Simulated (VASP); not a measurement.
Crystal: Pd.

```
Pd
1.0
     0.00000    1.94650    1.94650
     1.94650    0.00000    1.94650
     1.94650    1.94650    0.00000
Pd
1
Cartesian
  0.0000 0.0000 0.0000
```

- Program: VASP 6.6.1
- Task: relaxation of cell and atoms
- Functional: BLYP
- Potentials or basis: VASP PAW PBE potentials, release 64 (Pd)
- Cutoff: 600 eV
- k mesh: 12 × 12 × 12
- Occupations: fermi-dirac, width 0.05 eV
- Spin: no spin polarisation

At the start: pressure 18.5 GPa; volume 14.75 Å³/atom.

Where does the relaxation end?

Over 4 steps the energy falls by 82.1 meV/atom and the volume is 16.35 Å³/atom (+10.9 %); space group Fm-3m (No. 225, to 0.05 Å).

The path:
```
step  energy change (eV)  largest force (eV/Å)  pressure (GPa)  volume (Å³)
   1              0.0000                0.0000           18.49        14.75
   2              0.0224                0.0000          -12.28        18.69
   3             -0.0821                0.0000           -0.41        16.39
   4             -0.0821                0.0000           -0.09        16.35
```

Final structure:
```yaml
crystal:
  lattice:
    - [0.00000, 2.01465, 2.01465]
    - [2.01465, 0.00000, 2.01465]
    - [2.01465, 2.01465, 0.00000]
  atoms:
    - { symbol: Pd, position: [0.00000, 0.00000, 0.00000] }
```

Caveat: the PAW data sets were made with another functional, which shifts forces and pressure a little; the volume moved by +11 % from the deposited cell, more than functionals usually miss.
